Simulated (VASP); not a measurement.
Wanted: the native input for a VASP 6.6.1 run.

* Task: single point
* Functional: PBE0
* Potentials or basis: VASP PAW PBE potentials, release 64 (Pb_d, Se)
* Cutoff: 520 eV
* k mesh: 6 × 6 × 6
* Occupations: gaussian, width 0.05 eV
* Spin: no spin polarisation
* Dipole correction: no
* Grid for exact exchange (PRECFOCK): Normal
* Further INCAR settings: ALGO = Normal; EDIFF = 1e-06; NBANDS = 17
* Share of exact exchange: 0.25

PbSe:

```
Pb Se
1.0
     0.00000    3.06215    3.06215
     3.06215    0.00000    3.06215
     3.06215    3.06215    0.00000
Pb Se
1 1
Direct
  0.50000 0.50000 0.50000
  0.00000 0.00000 0.00000
```

These files were run (other wordings do the same):

POSCAR

```
PbSe
1.0
    0.0000000000      3.0621516472      3.0621516472
    3.0621516472      0.0000000000      3.0621516472
    3.0621516472      3.0621516472      0.0000000000
Pb Se
1 1
Direct
    0.5000000000      0.5000000000      0.5000000000
    0.0000000000      0.0000000000      0.0000000000
```

INCAR.step1

```
  ALGO = Normal
  EDIFF = 1E-5
  ENCUT = 520
  GGA = PE
  ISIF = 2
  ISMEAR = 0
  LASPH = T
  LREAL = F
  LWAVE = T
  NBANDS = 17
  NELM = 80
  PREC = Accurate
  SIGMA = 0.05
```

INCAR.step2

```
  AEXX = 0.25
  ALGO = Normal
  EDIFF = 1E-6
  ENCUT = 520
  GGA = PE
  ISIF = 2
  ISMEAR = 0
  ISTART = 1
  LASPH = T
  LCHARG = T
  LELF = T
  LHFCALC = T
  LREAL = F
  LVHAR = T
  LWAVE = F
  NBANDS = 17
  NELM = 80
  PREC = Accurate
  PRECFOCK = Normal
  SIGMA = 0.05
```

KPOINTS

```
k-points
0
Gamma
  6 6 6
```

Potentials or basis: VASP PAW PBE potentials, release 64 (Pb_d, Se).

The run is started by

```bash
$ cat potpaw_PBE.64/Pb_d/POTCAR potpaw_PBE.64/Se/POTCAR > POTCAR
$ cp INCAR.step1 INCAR
$ mpirun -np 1 vasp_std > vasp.out
$ cp INCAR.step2 INCAR
$ mpirun -np 1 vasp_std > vasp.out
```

Results of the run:

```yaml
Pressure: 1.1 GPa
Band_gap_on_the_k_mesh: 1.29 eV
```

Caveat: the PAW data sets were made with another functional, which shifts forces and pressure a little; spin-orbit coupling is left out, which moves the levels of the heavy elements.

Run time: 2.4 h on 1 thread of Oxide Virtual Turin-like Processor, on a shared host, peak memory 0.19 GiB.
